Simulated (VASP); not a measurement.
# Cr (Pm-3m) in VASP: a series of runs

Runs on Cr. Level: LDA. Tasks: single point.

Program: VASP 6.6.1. These are calculated values, not measurements. Logs are shortened: lines on timing, memory, paths and dates and some standing lists are left out, and cuts for length are marked.

### Step 1. The cell of the first run

It takes space group Pm-3m (No. 221, cubic). The conventional cell has a = 2.251 Å, b = 2.251 Å, c = 2.251 Å, α = 90.00°, β = 90.00°, γ = 90.00°. Cr (site symmetry m-3m) has 6 Cr at 2.25 Å within 3.0 Å.

### Step 2. Single point, LDA (volume scaled by 0.96)

Contents of INCAR:

```
SYSTEM = Cr
PREC     = Accurate       ! precision mode
ENCUT    = 520            ! plane-wave cutoff, eV
EDIFF    = 1E-7           ! SCF threshold, eV
ISMEAR   = -1             ! smearing method
SIGMA    = 0.1            ! smearing width, eV
LREAL    = .False.        ! projectors in reciprocal space
LASPH    = .True.         ! aspherical terms in the spheres
NELM     = 100            ! most SCF steps
ALGO     = Normal         ! electronic algorithm
ISIF     = 2              ! what is computed and relaxed
LWAVE    = .False.        ! write WAVECAR
LCHARG   = .False.        ! write CHGCAR
GGA      = CA             ! functional
NBANDS   = 12             ! bands
```

Contents of KPOINTS:

```
Automatic mesh
0
Gamma
  15 15 15
  0 0 0
```

Contents of POSCAR:

```
Cr
1.0
    2.2513737609      0.0000000000      0.0000000000
    0.0000000000      2.2513737609      0.0000000000
    0.0000000000      0.0000000000      2.2513737609
Cr
1
Direct
    0.0000000000      0.0000000000      0.0000000000
```

Potentials or basis: VASP PAW LDA potentials, release 64 (Cr_pv).

Started as:

```sh
$ cat potpaw_LDA.64/Cr_pv/POTCAR > POTCAR
$ mpirun -np 1 vasp_std > vasp.out
```

OUTCAR:

```text
SYSTEM = Cr
   PREC = Accurate
   ENCUT = 520
   EDIFF = 1E-7
   ISMEAR = -1
   LREAL = .False.
   LASPH = .True.
   NELM = 100
   ISIF = 2
   GGA = CA

 ion  position               nearest neighbor table
   1  0.000  0.000  0.000-

  LATTYP: Found a simple cubic cell.
 ALAT       =     2.2513737609

  Lattice vectors:

 A1 = (   2.2513737609,   0.0000000000,   0.0000000000)
 A2 = (   0.0000000000,   2.2513737609,   0.0000000000)
 A3 = (   0.0000000000,   0.0000000000,   2.2513737609)

Analysis of symmetry for initial positions (statically):
=====================================================================
 Subroutine PRICEL returns:
 Original cell was already a primitive cell.

 Routine SETGRP: Setting up the symmetry group for a
 simple cubic supercell.

 Subroutine GETGRP returns: Found 48 space group operations
 (whereof 48 operations were pure point group operations)
 out of a pool of 48 trial point group operations.

The static configuration has the point symmetry O_h .

Analysis of symmetry for dynamics (positions and initial velocities):
=====================================================================
 Subroutine PRICEL returns:
 Original cell was already a primitive cell.

 Routine SETGRP: Setting up the symmetry group for a
 simple cubic supercell.

 Subroutine GETGRP returns: Found 48 space group operations
 (whereof 48 operations were pure point group operations)
 out of a pool of 48 trial point group operations.

The dynamic configuration has the point symmetry O_h .

 Subroutine INISYM returns: Found 48 space group operations
 (whereof 48 operations are pure point group operations),
 and found     1 'primitive' translations

----------------------------------------------------------------------------------------

                                     Primitive cell

  volume of cell :      11.4115

  direct lattice vectors                    reciprocal lattice vectors
     2.251373761  0.000000000  0.000000000     0.444173250  0.000000000  0.000000000
     0.000000000  2.251373761  0.000000000     0.000000000  0.444173250  0.000000000
     0.000000000  0.000000000  2.251373761     0.000000000  0.000000000  0.444173250

  length of vectors
     2.251373761  2.251373761  2.251373761     0.444173250  0.444173250  0.444173250

  position of ions in fractional coordinates (direct lattice)
     0.000000000  0.000000000  0.000000000

  ion indices of the primitive-cell ions
   primitive index   ion index
                 1           1

----------------------------------------------------------------------------------------

 KPOINTS: Automatic mesh

Automatic generation of k-mesh.
 Grid dimensions read from file:
 generate k-points for:   15   15   15

 Generating k-lattice:

  Cartesian coordinates                     Fractional coordinates (reciprocal lattice)
     0.029611550  0.000000000  0.000000000     0.066666667  0.000000000  0.000000000
     0.000000000  0.029611550  0.000000000     0.000000000  0.066666667  0.000000000
     0.000000000  0.000000000  0.029611550     0.000000000  0.000000000  0.066666667

  Length of vectors
     0.029611550  0.029611550  0.029611550

  Shift w.r.t. Gamma in fractional coordinates (k-lattice)
     0.000000000  0.000000000  0.000000000

 Subroutine IBZKPT returns following result:
 ===========================================

 Found    120 irreducible k-points:

 Following reciprocal coordinates:
            Coordinates               Weight
  0.000000  0.000000  0.000000      1.000000
  0.066667  0.000000  0.000000      6.000000
  0.133333  0.000000  0.000000      6.000000
  0.200000  0.000000  0.000000      6.000000
  0.266667  0.000000  0.000000      6.000000
  0.333333  0.000000  0.000000      6.000000
[... 16 lines left out ...]
  0.266667  0.200000  0.000000     24.000000
  0.333333  0.200000  0.000000     24.000000
 [... further k-points ...]
   k-points           NKPTS =    120   k-points in BZ     NKDIM =    120   number of bands    NBANDS=     12
   number of dos      NEDOS =    301   number of ions     NIONS =      1
   total plane-waves  NPLWV =   5832
   dimension x,y,z NGX =    18 NGY =   18 NGZ =   18
   dimension x,y,z NGXF=    36 NGYF=   36 NGZF=   36
   ions per type =               1
   NGX,Y,Z   is equivalent  to a cutoff of  13.29, 13.29, 13.29 a.u.
   NGXF,Y,Z  is equivalent  to a cutoff of  26.58, 26.58, 26.58 a.u.
 SYSTEM =  Cr
   PREC   = accura    normal or accurate (medium, high low for compatibility)
   ISTART =      0    job   : 0-new  1-cont  2-samecut
   ICHARG =      2    charge: 1-file 2-atom 10-const
   ISPIN  =      1    spin polarized calculation?
   LNONCOLLINEAR =      F non collinear calculations
   LSORBIT =      F    spin-orbit coupling
   LASPH  =      T    aspherical Exc in radial PAW
   ENCUT  =  520.0 eV  38.22 Ry    6.18 a.u.   4.19  4.19  4.19*2*pi/ulx,y,z
   NELM   =    100;   NELMIN=  2; NELMDL= -5     # of ELM steps
   EDIFF  = 0.1E-06   stopping-criterion for ELM
   LREAL  =      F    real-space projection
   EDIFFG = 0.1E-05   stopping-criterion for IOM
   NSW    =      0    number of steps for IOM
   IBRION =     -1    ionic relax: 0-MD 1-quasi-New 2-CG
   NFREE  =      0    steps in history (QN), initial steepest desc. (CG)
   ISIF   =      2    stress and relaxation
   ISYM   =      2    0-nonsym 1-usesym 2-fastsym
   POTIM  = 0.5000    time-step for ionic-motion
   TEBEG  =    0.0;   TEEND  =   0.0 temperature during run
   PSTRESS=    0.0 pullay stress
   NELECT =      12.0000    total number of electrons
   NUPDOWN=      -1.0000    fix difference up-down
   EMIN   =  10.00;   EMAX   =-10.00  energy-range for DOS
   EFERMI =   0.00;   METHOD = LEGACY
   ISMEAR =    -1;   SIGMA  =   0.10  broadening in eV -4-tet -1-fermi 0-gaus
   EFERMI_NEDOS =   21; number of points for ismear=-14 and -15
   IALGO  =     38    algorithm
   IMIX   =      4    mixing-type and parameters
     AMIX     =   0.40;   BMIX     =  1.00
     AMIX_MAG =   1.60;   BMIX_MAG =  1.00
  volume/ion in A,a.u.               =      11.41        77.01
  Fermi-wavevector in a.u.,A,eV,Ry     =   1.664770  3.145960 37.708003  2.771460
  Thomas-Fermi vector in A             =   2.751256
   LORBIT       =      0    0 simple, 1 ext, 2 COOP (PROOUT), +10 PAW based schemes
   GGA     = CA    functional components
   LHFCALC =     F    Hartree Fock is set to
   AEXX    =    0.0000 exact exchange contribution
   IVDW    =     0    specifies the selected vdW correction
   LEPSILON=     F    determine dielectric tensor
   LRPA    =     F    only Hartree local field effects (RPA)
 non-spin polarized calculation
  energy-cutoff  :      520.00
  volume of cell :       11.41
 maximum number of plane-waves:       320
 NGX is ok and might be reduce to    18
   NGX =  9   NGY =  9   NGZ =  9

 number of electron      11.9999999 magnetization

 Free energy of the ion-electron system (eV)
  ---------------------------------------------------
  ext. energy  EPLUGINS =         0.00000000
  ---------------------------------------------------
  free energy    TOTEN  =        -9.58959294 eV

  energy without entropy =       -9.54271968  energy(sigma->0) =       -9.56615631

 E-fermi :  11.0371     XC(G=0): -13.9332

 val. band max:       11.0363648952   @ k =   0.4000   0.3333   0.2000
 cond. band min:      11.0408994208   @ k =   0.4667   0.2667   0.1333
 fundamental gap:      0.0045345257
 Fermi energy:        11.0370836733

 k-point     1 :       0.0000    0.0000    0.0000
  band No.  band energies     occupation
      1     -30.9221      2.00000
      2     -30.9221      2.00000
      3     -30.9221      2.00000
      4       3.3690      2.00000
      5       7.3742      2.00000
      6       7.3742      2.00000
      7      13.8876      0.00000
      8      13.8876      0.00000
      9      13.8876      0.00000
     10      16.9032      0.00000
     11      32.0863      0.00000
     12      32.0863      0.00000

 k-point     2 :       0.0667    0.0000    0.0000
  band No.  band energies     occupation
      1     -30.9897      2.00000
      2     -30.9163      2.00000
      3     -30.9163      2.00000
      4       3.5262      2.00000
      5       7.4100      2.00000
      6       7.5006      2.00000
      7      13.7692      0.00000
      8      13.7692      0.00000
      9      13.8967      0.00000
     10      16.9032      0.00000
     11      30.7867      0.00000
     12      32.3272      0.00000

 k-point     3 :       0.1333    0.0000    0.0000
  band No.  band energies     occupation
      1     -31.1787      2.00000
      2     -30.9000      2.00000
      3     -30.9000      2.00000
      4       3.9761      2.00000
      5       7.5122      2.00000
      6       7.8685      2.00000
      7      13.4453      0.00000
      8      13.4453      0.00000
      9      13.9224      0.00000
     10      16.9031      0.00000
     11      28.3584      0.00000
     12      33.0199      0.00000
[... 286 lines left out ...]
 k-point    23 :       0.2667    0.2000    0.0000
  band No.  band energies     occupation
      1     -31.6947      2.00000
      2     -31.3556      2.00000
      3     -30.8035      2.00000
      4       6.3913      2.00000
      5       8.4354      2.00000
      6       9.7355      2.00000
      7      12.0551      0.00008
      8      12.6256      0.00000
      9      13.2068      0.00000
     10      16.9030      0.00000
     11      24.4939      0.00000
     12      28.3597      0.00000

 k-point    24 :       0.3333    0.2000    0.0000
  band No.  band energies     occupation
      1     -31.9736      2.00000
      2     -31.3229      2.00000
      3     -30.7774      2.00000
      4       7.0072      2.00000
      5       8.5243      2.00000
      6      10.0147      1.99993
      7      12.2191      0.00001
      8      12.5022      0.00000
      9      13.2611      0.00000
     10      16.9030      0.00000
     11      22.4431      0.00000
     12      29.2123      0.00000

 [... further k-points ...]
[... 5 lines left out ...]
  --------------------------------------------------------------------------------------
  -------------------------------------------------------------------------------------
  Total        0.7769116      0.7769116      0.7769116     -0.0000000      0.0000000     -0.0000000
  in kB      109.0785649    109.0785649    109.0785649     -0.0000000      0.0000000     -0.0000000
  external PRESSURE =     109.0785649 kB  Pullay stress =       0.0000000 kB

 VOLUME and BASIS-vectors are now :
 -----------------------------------------------------------------------------
  energy-cutoff  :      520.00
  volume of cell :       11.41
      direct lattice vectors                 reciprocal lattice vectors
     2.251373761  0.000000000  0.000000000     0.444173250  0.000000000  0.000000000
     0.000000000  2.251373761  0.000000000     0.000000000  0.444173250  0.000000000
     0.000000000  0.000000000  2.251373761     0.000000000  0.000000000  0.444173250

 POSITION                                       TOTAL-FORCE (eV/Angst)
 -----------------------------------------------------------------------------------
      0.00000      0.00000      0.00000         0.000000      0.000000      0.000000
 -----------------------------------------------------------------------------------
    total drift:                                0.000000      0.000000      0.000000

  FREE ENERGIE OF THE ION-ELECTRON SYSTEM (eV)
  ---------------------------------------------------
  free  energy   TOTEN  =        -9.5895929439 eV

  energy  without entropy=       -9.5427196829  energy(sigma->0) =       -9.56615631
```

Run time: 15 s. Hardware: 1 thread of Intel Xeon 8259CL, shared host; peak memory 0.12 GiB.

Results:

| Quantity | Value |
| --- | --- |
| Free energy | -9.5896 eV |
| Pressure | 10.9 GPa |
| Band gap on the k mesh | zero (band 6 reaches 12.15 eV, above the bottom of band 7 at 10.21 eV) |

Caveat: the cell differs from its parent crystal (volume scaled by 0.96); the run has no spin polarisation, though such a crystal can be magnetic. Spin polarisation is off, so any magnetic state and its effect on volume and gap are missing.

### Step 3. Single point, LDA

This run uses another cell than the first one, of 11.89 Å³/atom, 1.042 times its volume.

Contents of INCAR:

```
SYSTEM = Cr
PREC = Accurate ; ENCUT = 520
EDIFF = 1E-7 ; ISMEAR = -1
SIGMA = 0.1 ; LREAL = .False.
LASPH = .True. ; NELM = 60
ALGO = Normal ; ISIF = 2
LWAVE = .False. ; LCHARG = .True.
GGA = CA ; LELF = .True.
LVHAR = .True. ; NBANDS = 12
```

Contents of KPOINTS:

```
regular mesh
0
Gamma
  15 15 15
  0 0 0
```

Contents of POSCAR:

```
Cr
1.0
    2.2822183303      0.0000000000      0.0000000000
    0.0000000000      2.2822183303      0.0000000000
    0.0000000000      0.0000000000      2.2822183303
Cr
1
Direct
    0.0000000000      0.0000000000      0.0000000000
```

Potentials or basis: VASP PAW LDA potentials, release 64 (Cr_pv).

Started as:

```sh
$ cat potpaw_LDA.64/Cr_pv/POTCAR > POTCAR
$ mpirun -np 1 vasp_std > vasp.out
```

Run time: 16 s. Hardware: 1 thread of Intel Xeon 8259CL, shared host; peak memory 0.13 GiB.

It converged, with:

| Quantity | Value |
| --- | --- |
| Free energy | -9.6068 eV |
| Pressure | 0.9 GPa |
| Band gap on the k mesh | zero (band 6 reaches 11.52 eV, above the bottom of band 7 at 9.67 eV) |

Levels at points of the mesh, in eV from the Fermi level:
```
           k point  band 3  band 4  band 5  band 6  band 7  band 8  band 9  band 10
(0.00, 0.00, 0.00)  -42.01   -7.52   -3.47   -3.47    2.70    2.70    2.70     5.83
```

Caveat: the run has no spin polarisation, though such a crystal can be magnetic.

### Step 4. Single point, LDA (volume scaled by 1.04)

Contents of INCAR:

```
SYSTEM = Cr
  PREC = Accurate
  ENCUT = 520
  EDIFF = 1E-7
  ISMEAR = -1
  SIGMA = 0.1
  LREAL = .FALSE.
  LASPH = .TRUE.
  NELM = 80
  ALGO = Normal
  ISIF = 2
  LWAVE = .FALSE.
  LCHARG = .FALSE.
  NBANDS = 12
```

Contents of KPOINTS:

```
Automatic mesh
0
G
  15 15 15
  0 0 0
```

Contents of POSCAR:

```
Cr
1.0
    2.3122509629      0.0000000000      0.0000000000
    0.0000000000      2.3122509629      0.0000000000
    0.0000000000      0.0000000000      2.3122509629
Cr
1
Direct
    0.0000000000      0.0000000000      0.0000000000
```

Started as:

```sh
$ cat potpaw_LDA.64/Cr_pv/POTCAR > POTCAR
$ mpirun -np 1 vasp_std > vasp.out
```

Run time: 17 s. Hardware: 1 thread of Intel Xeon 8259CL, shared host; peak memory 0.13 GiB.

The run converged. Its results:

```
Free energy            : -9.5969 eV
Pressure               : -7.4 GPa
Band gap on the k mesh : zero (band 6 reaches 10.92 eV, above the bottom of band 7 at 9.17 eV)
```

Levels at points of the mesh, in eV from the Fermi level:
| k point | band 4 | band 5 | band 6 | band 7 | band 8 | band 9 |
| --- | --- | --- | --- | --- | --- | --- |
| (0.00, 0.00, 0.00) | -7.38 | -3.29 | -3.29 | 2.57 | 2.57 | 2.57 |

Caveat: the cell differs from its parent crystal (volume scaled by 1.04); the run has no spin polarisation, though such a crystal can be magnetic. Spin polarisation is off, so any magnetic state and its effect on volume and gap are missing.

### Step 5. Single point, LDA (volume scaled by 1.08)

Contents of INCAR:

```
ALGO = Normal
EDIFF = 1E-7
ENCUT = 520
ISIF = 2
ISMEAR = -1
LASPH = T
LCHARG = T
LELF = T
LREAL = F
LVHAR = T
LWAVE = F
NBANDS = 12
NELM = 80
PREC = Accurate
SIGMA = 0.1
```

Contents of KPOINTS:

```
k-points
0
Gamma
  15 15 15
```

Contents of POSCAR:

```
Cr
1.0
    2.3415230699      0.0000000000      0.0000000000
    0.0000000000      2.3415230699      0.0000000000
    0.0000000000      0.0000000000      2.3415230699
Cr
1
Direct
    0.0000000000      0.0000000000      0.0000000000
```

Started as:

```sh
$ cat potpaw_LDA.64/Cr_pv/POTCAR > POTCAR
$ mpirun -np 1 vasp_std > vasp.out
```

It took 18 s on 1 thread of Intel Xeon 8259CL, shared host; peak memory 0.12 GiB.

Results (log left out):

- Free energy: -9.5648 eV
- Pressure: -14.1 GPa
- Band gap on the k mesh: zero (band 6 reaches 10.37 eV, above the bottom of band 7 at 8.70 eV)

Levels at points of the mesh, in eV from the Fermi level:
```
           k point  band 4  band 5  band 6  band 7  band 8  band 9
(0.00, 0.00, 0.00)   -7.24   -3.12   -3.12    2.44    2.44    2.44
```

Caveat: the cell differs from its parent crystal (volume scaled by 1.08); the run has no spin polarisation, though such a crystal can be magnetic. Spin polarisation is off, so any magnetic state and its effect on volume and gap are missing.

### Step 6. Overview

| cell | gap on the mesh (eV) | pressure (GPa) |
| --- | --- | --- |
| a = 2.251 Å, 1 atom | none | 10.9 |
| a = 2.282 Å, 1 atom | none | 0.9 |
| a = 2.312 Å, 1 atom | none | -7.4 |
| a = 2.342 Å, 1 atom | none | -14.1 |

Alike in all rows: task single point; level LDA; potentials or basis VASP PAW LDA potentials, release 64 (Cr_pv); no spin polarisation; k mesh 15 × 15 × 15; cutoff (eV) 520; smearing fermi-dirac 0.1 eV.

Caveats: the run has no spin polarisation, though such a crystal can be magnetic.

Absolute energies hang on the potentials; compare differences alone.
